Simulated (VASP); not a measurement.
# BN (Cmc2_1) in VASP: single point with PBE

Aim: the single point of BN with PBE.

Program: VASP 6.6.1. These are calculated values, not measurements. Logs are shortened: lines on timing, memory, paths and dates and some standing lists are left out, and cuts for length are marked.

## (1) The cell of the first run

Symmetry: Cmc2_1, No. 36, orthorhombic system. The conventional cell has a = 2.554 Å, b = 4.424 Å, c = 4.227 Å, α = 90.00°, β = 90.00°, γ = 90.00°. B (site symmetry m) has 4 N at 1.56 to 1.64 Å within 2.1 Å. N (site symmetry m) has 4 B at 1.56 to 1.64 Å within 2.1 Å.

## (2) Single point, PBE, collinear spin, ferrimagnetic start

INCAR

```
SYSTEM = BN
PREC = Accurate
ENCUT = 600
EDIFF = 1E-6
ISMEAR = 0
SIGMA = 0.05
LREAL = .FALSE.
LASPH = .TRUE.
NELM = 200
ALGO = Normal
ISIF = 2
LWAVE = .FALSE.
LCHARG = .FALSE.
ISPIN = 2
MAGMOM = -0.5 4 -2 -0.5
LORBIT = 11
GGA = PE
NBANDS = 20
GGA_COMPAT = .FALSE.
```

KPOINTS

```
regular mesh
0
G
  12 12 6
  0 0 0
```

POSCAR

```
BN
1.0
    2.5539396017      0.0000000000      0.0000000000
   -1.2769698009      2.2117765748      0.0000000000
    0.0000000000      0.0000000000      4.2268550000
B N
2 2
Direct
    0.6191802019      0.2383604037      0.9997240000
    0.3808197981      0.7616395963      0.4997240000
    0.7175307554      0.4350615108      0.6252760000
    0.2824692446      0.5649384892      0.1252760000
```

Potentials or basis: VASP PAW PBE potentials, release 64 (B, N).

Started as:

```bash
cat potpaw_PBE.64/B/POTCAR potpaw_PBE.64/N/POTCAR > POTCAR
mpirun -np 1 vasp_std > vasp.out
```

OUTCAR:

```text
SYSTEM = BN
   PREC = Accurate
   ENCUT = 600
   EDIFF = 1E-6
   ISMEAR = 0
   LREAL = .FALSE.
   LASPH = .TRUE.
   NELM = 200
   ISIF = 2
   ISPIN = 2
   LORBIT = 11
   GGA = PE

 ion  position               nearest neighbor table
   1  0.619  0.238  1.000-   4 1.56   4 1.56   4 1.58   3 1.64
   2  0.381  0.762  0.500-   3 1.56   3 1.56   3 1.58   4 1.64
   3  0.718  0.435  0.625-   2 1.56   2 1.56   2 1.58   1 1.64
   4  0.282  0.565  0.125-   1 1.56   1 1.56   1 1.58   2 1.64

  LATTYP: Found a hexagonal cell.
 ALAT       =     2.5539396017
 C/A-ratio  =     1.6550332659

  Lattice vectors:

 A1 = (   2.5539396017,   0.0000000000,   0.0000000000)
 A2 = (  -1.2769698009,   2.2117765748,   0.0000000000)
 A3 = (   0.0000000000,   0.0000000000,   4.2268550000)

Analysis of symmetry for initial positions (statically):
=====================================================================
 Subroutine PRICEL returns:
 Original cell was already a primitive cell.

 Routine SETGRP: Setting up the symmetry group for a
 hexagonal supercell.

 Subroutine GETGRP returns: Found  4 space group operations
 (whereof  2 operations were pure point group operations)
 out of a pool of 24 trial point group operations.

The static configuration has the point symmetry C_1h.
 The point group associated with its full space group is C_2v.

Analysis of symmetry for dynamics (positions and initial velocities):
=====================================================================
 Subroutine PRICEL returns:
 Original cell was already a primitive cell.

 Routine SETGRP: Setting up the symmetry group for a
 hexagonal supercell.

 Subroutine GETGRP returns: Found  4 space group operations
 (whereof  2 operations were pure point group operations)
 out of a pool of 24 trial point group operations.

The dynamic configuration has the point symmetry C_1h.
 The point group associated with its full space group is C_2v.

Analysis of structural, dynamic, and magnetic symmetry:
=====================================================================
 Subroutine PRICEL returns:
 Original cell was already a primitive cell.

 Routine SETGRP: Setting up the symmetry group for a
 hexagonal supercell.

 Subroutine GETGRP returns: Found  2 space group operations
 (whereof  2 operations were pure point group operations)
 out of a pool of 24 trial point group operations.

The overall configuration has the point symmetry C_1h.

 Subroutine INISYM returns: Found  2 space group operations
 (whereof  2 operations are pure point group operations),
 and found     1 'primitive' translations

----------------------------------------------------------------------------------------

                                     Primitive cell

  volume of cell :      23.8764

  direct lattice vectors                    reciprocal lattice vectors
     2.553939602  0.000000000  0.000000000     0.391551938  0.226062617  0.000000000
    -1.276969801  2.211776575  0.000000000     0.000000000  0.452125233  0.000000000
     0.000000000  0.000000000  4.226855000     0.000000000  0.000000000  0.236582518

  length of vectors
     2.553939602  2.553939602  4.226855000     0.452125233  0.452125233  0.236582518

  position of ions in fractional coordinates (direct lattice)
     0.619180202  0.238360404  0.999724000
     0.380819798  0.761639596  0.499724000
     0.717530755  0.435061511  0.625276000
     0.282469245  0.564938489  0.125276000

  ion indices of the primitive-cell ions
   primitive index   ion index
                 1           1
                 2           2
                 3           3
                 4           4

----------------------------------------------------------------------------------------

 KPOINTS: regular mesh

Automatic generation of k-mesh.
 Grid dimensions read from file:
 generate k-points for:   12   12    6

 Generating k-lattice:

  Cartesian coordinates                     Fractional coordinates (reciprocal lattice)
     0.032629328  0.018838551  0.000000000     0.083333333  0.000000000  0.000000000
     0.000000000  0.037677103  0.000000000     0.000000000  0.083333333  0.000000000
     0.000000000  0.000000000  0.039430420     0.000000000  0.000000000  0.166666667

  Length of vectors
     0.037677103  0.037677103  0.039430420

  Shift w.r.t. Gamma in fractional coordinates (k-lattice)
     0.000000000  0.000000000  0.000000000

 Subroutine IBZKPT returns following result:
 ===========================================

 Found    242 irreducible k-points:

 Following reciprocal coordinates:
            Coordinates               Weight
  0.000000  0.000000  0.000000      1.000000
  0.083333  0.000000  0.000000      4.000000
  0.000000  0.083333  0.000000      2.000000
  0.166667  0.000000  0.000000      4.000000
  0.000000  0.166667  0.000000      2.000000
  0.250000  0.000000  0.000000      4.000000
[... 16 lines left out ...]
 -0.083333  0.416667  0.000000      4.000000
 -0.416667  0.333333  0.000000      4.000000
 [... further k-points ...]
   k-points           NKPTS =    242   k-points in BZ     NKDIM =    242   number of bands    NBANDS=     20
   number of dos      NEDOS =    301   number of ions     NIONS =      4
   total plane-waves  NPLWV =  14400
   dimension x,y,z NGX =    20 NGY =   20 NGZ =   36
   dimension x,y,z NGXF=    40 NGYF=   40 NGZF=   72
   ions per type =               2   2
   NGX,Y,Z   is equivalent  to a cutoff of  13.02, 13.02, 14.16 a.u.
   NGXF,Y,Z  is equivalent  to a cutoff of  26.04, 26.04, 28.32 a.u.
 SYSTEM =  BN
   PREC   = accura    normal or accurate (medium, high low for compatibility)
   ISTART =      0    job   : 0-new  1-cont  2-samecut
   ICHARG =      2    charge: 1-file 2-atom 10-const
   ISPIN  =      2    spin polarized calculation?
   LNONCOLLINEAR =      F non collinear calculations
   LSORBIT =      F    spin-orbit coupling
   LASPH  =      T    aspherical Exc in radial PAW
   ENCUT  =  600.0 eV  44.10 Ry    6.64 a.u.   5.10  5.10  8.44*2*pi/ulx,y,z
   NELM   =    200;   NELMIN=  2; NELMDL= -5     # of ELM steps
   EDIFF  = 0.1E-05   stopping-criterion for ELM
   LREAL  =      F    real-space projection
   EDIFFG = 0.1E-04   stopping-criterion for IOM
   NSW    =      0    number of steps for IOM
   IBRION =     -1    ionic relax: 0-MD 1-quasi-New 2-CG
   NFREE  =      0    steps in history (QN), initial steepest desc. (CG)
   ISIF   =      2    stress and relaxation
   ISYM   =      2    0-nonsym 1-usesym 2-fastsym
   POTIM  = 0.5000    time-step for ionic-motion
   TEBEG  =    0.0;   TEEND  =   0.0 temperature during run
   PSTRESS=    0.0 pullay stress
   NELECT =      16.0000    total number of electrons
   NUPDOWN=      -1.0000    fix difference up-down
   EMIN   =  10.00;   EMAX   =-10.00  energy-range for DOS
   EFERMI =   0.00;   METHOD = LEGACY
   ISMEAR =     0;   SIGMA  =   0.05  broadening in eV -4-tet -1-fermi 0-gaus
   EFERMI_NEDOS =   21; number of points for ismear=-14 and -15
   IALGO  =     38    algorithm
   IMIX   =      4    mixing-type and parameters
     AMIX     =   0.40;   BMIX     =  1.00
     AMIX_MAG =   1.60;   BMIX_MAG =  1.00
  volume/ion in A,a.u.               =       5.97        40.28
  Fermi-wavevector in a.u.,A,eV,Ry     =   1.432600  2.707222 27.923836  2.052344
  Thomas-Fermi vector in A             =   2.552210
   LORBIT       =     11    0 simple, 1 ext, 2 COOP (PROOUT), +10 PAW based schemes
   GGA     = PE    functional components
   LHFCALC =     F    Hartree Fock is set to
   AEXX    =    0.0000 exact exchange contribution
   IVDW    =     0    specifies the selected vdW correction
   LEPSILON=     F    determine dielectric tensor
   LRPA    =     F    only Hartree local field effects (RPA)
 spin polarized calculation
 Gauss-broadening in eV      SIGMA  =   0.05
  energy-cutoff  :      600.00
  volume of cell :       23.88
 maximum number of plane-waves:       807
   NGX = 11   NGY = 11   NGZ = 17

 number of electron      16.0000003 magnetization       0.0009689

 number of electron      16.0000003 magnetization      -0.0000118

 Free energy of the ion-electron system (eV)
  ---------------------------------------------------
  ext. energy  EPLUGINS =         0.00000000
  ---------------------------------------------------
  free energy    TOTEN  =       -33.88875722 eV

  energy without entropy =      -33.88875722  energy(sigma->0) =      -33.88875722

 E-fermi :   8.0467     XC(G=0): -12.8131

 val. band max:        7.7197635083   @ k =   0.0000   0.0000   0.0000
 cond. band min:      11.6327120388   @ k =  -0.2500  -0.4167   0.0000
 fundamental gap:      3.9129485305
 Fermi energy:         8.0467349770

 spin component 1

 k-point     1 :       0.0000    0.0000    0.0000
  band No.  band energies     occupation
      1     -12.7995      1.00000
      2      -8.6644      1.00000
      3      -3.2047      1.00000
      4       5.3106      1.00000
      5       5.9884      1.00000
      6       6.7125      1.00000
[... 12 lines left out ...]
     19      29.5680      0.00000
[... 513 lines left out ...]
      4      -0.3581      1.00000
      5       1.2767      1.00000
      6       2.6020      1.00000
[... 12 lines left out ...]
     19      31.2785      0.00000
     20      33.3983      0.00000

 [... further k-points ...]

 spin component 2

 k-point     1 :       0.0000    0.0000    0.0000
  band No.  band energies     occupation
      1     -12.7995      1.00000
      2      -8.6644      1.00000
      3      -3.2047      1.00000
      4       5.3106      1.00000
      5       5.9884      1.00000
      6       6.7126      1.00000
[... 12 lines left out ...]
     19      29.5681      0.00000
[... 513 lines left out ...]
      4      -0.3581      1.00000
      5       1.2767      1.00000
      6       2.6020      1.00000
[... 12 lines left out ...]
     19      31.2785      0.00000
     20      33.3983      0.00000

 [... further k-points ...]

------------------------ aborting loop because EDIFF is reached ----------------------------------------

  FORCE on cell =-STRESS in cart. coord.  units (eV):
  Direction    XX          YY          ZZ          XY          YZ          ZX
  --------------------------------------------------------------------------------------
  -------------------------------------------------------------------------------------
  Total        1.6908471     -2.9988516      0.8020061      0.0000000      0.0000216     -0.0000000
  in kB      113.4607637   -201.2316671     53.8169435      0.0000000      0.0014474     -0.0000000
  external PRESSURE =     -11.3179866 kB  Pullay stress =       0.0000000 kB

 VOLUME and BASIS-vectors are now :
 -----------------------------------------------------------------------------
  energy-cutoff  :      600.00
  volume of cell :       23.88
      direct lattice vectors                 reciprocal lattice vectors
     2.553939602  0.000000000  0.000000000     0.391551938  0.226062617  0.000000000
    -1.276969801  2.211776575  0.000000000     0.000000000  0.452125233  0.000000000
     0.000000000  0.000000000  4.226855000     0.000000000  0.000000000  0.236582518

 POSITION                                       TOTAL-FORCE (eV/Angst)
 -----------------------------------------------------------------------------------
      1.27697      0.52720      4.22569        -0.000000      1.889095      0.205753
     -0.00000      1.68458      2.11226         0.000000     -1.889081      0.205787
      1.27697      0.96226      2.64295         0.000000     -2.343011     -0.205704
     -0.00000      1.24952      0.52952        -0.000000      2.342997     -0.205837
 -----------------------------------------------------------------------------------
    total drift:                                0.000000     -0.000018     -0.000120

  FREE ENERGIE OF THE ION-ELECTRON SYSTEM (eV)
  ---------------------------------------------------
  free  energy   TOTEN  =       -33.8887572180 eV

  energy  without entropy=      -33.8887572180  energy(sigma->0) =      -33.88875722

 total charge

# of ion       s       p       d       tot
------------------------------------------
    1        0.667   1.312   0.000   1.979
    2        0.667   1.312   0.000   1.979
    3        1.215   2.717   0.000   3.932
    4        1.215   2.717   0.000   3.932
--------------------------------------------------
tot          3.764   8.057   0.000  11.821

 magnetization (x)

# of ion       s       p       d       tot
------------------------------------------
    1       -0.000   0.000   0.000   0.000
    2        0.000  -0.000   0.000  -0.000
    3        0.000   0.000   0.000   0.000
    4        0.000   0.000   0.000   0.000
--------------------------------------------------
tot          0.000  -0.000   0.000   0.000
```

Run time: 2.4 min. Hardware: 1 thread of Oxide Virtual Turin-like, shared host; peak memory 0.26 GiB.

What came out:

| Quantity | Value |
| --- | --- |
| Free energy | -33.8888 eV |
| Pressure | -1.1 GPa |
| Largest force | 2.352 eV/Å |
| Band gap on the k mesh | 3.91 eV (least direct gap 6.52 eV) |
| Net moment | 0.00 μB per cell |
| Valence electrons inside the program's atomic spheres | B 1.98; N 3.93 |

Forces in eV/Å, atoms in the order of the input:
```
B    0.000  1.889  0.206
B    0.000 -1.889  0.206
N    0.000 -2.343 -0.206
N    0.000  2.343 -0.206
```

Stress tensor (GPa, compression positive):
```
 11.35   0.00   0.00
  0.00 -20.12   0.00
  0.00   0.00   5.38
```

Levels at points of the mesh, in eV from the valence-band top:
Spin up:
| k point | band 4 | band 5 | band 6 | band 7 | band 8 | band 9 | band 10 | band 11 | band 12 | band 13 |
| --- | --- | --- | --- | --- | --- | --- | --- | --- | --- | --- |
| (0.00, 0.00, 0.00) | -2.41 | -1.73 | -1.01 | -0.16 | 0.00 | 7.69 | 7.69 | 7.94 | 8.47 | 10.75 |
| (0.50, 0.00, 0.00) | -8.53 | -6.42 | -4.75 | -4.71 | -2.93 | 6.69 | 8.70 | 9.27 | 10.25 | 11.60 |
| (0.00, 0.50, 0.00) | -7.77 | -7.43 | -5.19 | -2.79 | -2.41 | 4.24 | 6.69 | 10.49 | 10.51 | 12.86 |
| (0.00, 0.00, 0.50) | -5.71 | -1.43 | -1.43 | -1.35 | -1.35 | 8.12 | 8.12 | 9.59 | 9.59 | 10.29 |
| (0.50, 0.00, 0.50) | -10.35 | -4.39 | -4.39 | -2.73 | -2.73 | 5.90 | 5.90 | 9.09 | 9.09 | 13.34 |
| (0.00, 0.50, 0.50) | -10.00 | -4.00 | -4.00 | -3.70 | -3.70 | 5.52 | 5.52 | 9.90 | 9.90 | 13.94 |
Spin down:
| k point | band 4 | band 5 | band 6 | band 7 | band 8 | band 9 | band 10 | band 11 | band 12 | band 13 |
| --- | --- | --- | --- | --- | --- | --- | --- | --- | --- | --- |
| (0.00, 0.00, 0.00) | -2.41 | -1.73 | -1.01 | -0.16 | 0.00 | 7.69 | 7.69 | 7.94 | 8.47 | 10.75 |
| (0.50, 0.00, 0.00) | -8.53 | -6.42 | -4.75 | -4.71 | -2.93 | 6.69 | 8.70 | 9.27 | 10.25 | 11.60 |
| (0.00, 0.50, 0.00) | -7.77 | -7.43 | -5.19 | -2.79 | -2.41 | 4.24 | 6.69 | 10.49 | 10.51 | 12.86 |
| (0.00, 0.00, 0.50) | -5.71 | -1.43 | -1.43 | -1.35 | -1.35 | 8.12 | 8.12 | 9.59 | 9.59 | 10.29 |
| (0.50, 0.00, 0.50) | -10.35 | -4.39 | -4.39 | -2.73 | -2.73 | 5.90 | 5.90 | 9.09 | 9.09 | 13.34 |
| (0.00, 0.50, 0.50) | -10.00 | -4.00 | -4.00 | -3.70 | -3.70 | 5.52 | 5.52 | 9.90 | 9.90 | 13.94 |

Caveat: the stress differs along the axes, from -20 to 11 GPa; forces of over 1 eV/Å act on the atoms, so gaps and moduli don't describe the material at rest. A k mesh can miss the band edges.
